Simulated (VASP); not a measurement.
Write the native input for VASP 6.6.1 that does the following.

```yaml
Task: single point
Functional: PBEsol
Potentials_or_basis: VASP PAW PBE potentials, release 64 (Ti_sv)
Cutoff: 520 eV
k_mesh: 26 × 26 × 26
Occupations: gaussian, width 0.15 eV
Spin: no spin polarisation
Dipole_correction: no
Further_INCAR_settings: ALGO = Fast; EDIFF = 1e-06; NBANDS = 12
```

The structure of Ti lies in POSCAR:

```
Ti
1.0
    0.0000000000      1.9265250939      1.9772231227
    1.9265250939      0.0000000000      1.9772231227
    1.9265250939      1.9265250939      0.0000000000
Ti
1
Direct
    0.0000000000      0.0000000000      0.0000000000
```

This cell differs from its parent crystal: strain -0.050 along x and y, -0.025 along z.

These files were run (other wordings do the same):

INCAR

```
SYSTEM = Ti
PREC = Accurate
ENCUT = 520
EDIFF = 1E-6
ISMEAR = 0
SIGMA = 0.15
LREAL = .False.
LASPH = .True.
NELM = 100
ALGO = Fast
ISIF = 2
LWAVE = .False.
LCHARG = .False.
GGA = PS
NBANDS = 12
```

KPOINTS

```
regular mesh
0
Gamma
  26 26 26
  0 0 0
```

Potentials or basis: VASP PAW PBE potentials, release 64 (Ti_sv).

The run is started by

```bash
$ cat potpaw_PBE.64/Ti_sv/POTCAR > POTCAR
$ mpirun -np 1 vasp_std > vasp.out
```

Results of the run:

```json
{
 "Pressure": "17.6 GPa",
 "Band gap on the k mesh": "zero (band 6 reaches 10.87 eV, above the bottom of band 7 at 9.34 eV)"
}
```

Caveat: the cell differs from its parent crystal (strain -0.050 along x and y, -0.025 along z); the PAW data sets were made with another functional, which shifts forces and pressure a little.

Wall time 4 min on 1 thread of Intel(R) Xeon(R) Platinum 8488C (Sapphire Rapids), on a shared host, peak memory 0.34 GiB.
